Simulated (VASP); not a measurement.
A run of VASP 6.6.1:

File INCAR:

```
PREC = Accurate ; ENCUT = 520
EDIFF = 1E-6 ; ISMEAR = 0
SIGMA = 0.05 ; LREAL = False
LASPH = True ; NELM = 100
ALGO = Normal ; ISIF = 2
LWAVE = False ; LCHARG = False
GGA = PS ; NBANDS = 14
```

Contents of KPOINTS:

```
regular mesh
0
Gamma
  8 8 8
```

File POSCAR:

```
NaCl
1.0
    0.0000000000      2.8175912500      2.8317500000
    2.8317500000      0.0000000000      2.8317500000
    2.8317500000      2.8175912500      0.0000000000
Na Cl
1 1
Direct
    0.0000000000      0.0000000000      0.0000000000
    0.5000000000      0.5000000000      0.5000000000
```

Potentials or basis: VASP PAW PBE potentials, release 64 (Na_pv, Cl).

Launch:

```console
$ cat potpaw_PBE.64/Na_pv/POTCAR potpaw_PBE.64/Cl/POTCAR > POTCAR
$ mpirun -np 1 vasp_std > vasp.out
```

Hardware: 1 thread of Intel(R) Xeon(R) Platinum 8488C (Sapphire Rapids), on a shared host.

**Question.** Estimate the wall time of this run.

**Answer.** It took 28 s on 1 thread of Intel(R) Xeon(R) Platinum 8488C (Sapphire Rapids), with other jobs on the host, peak memory 0.17 GiB. Counts: scf iterations 12, k points 59.
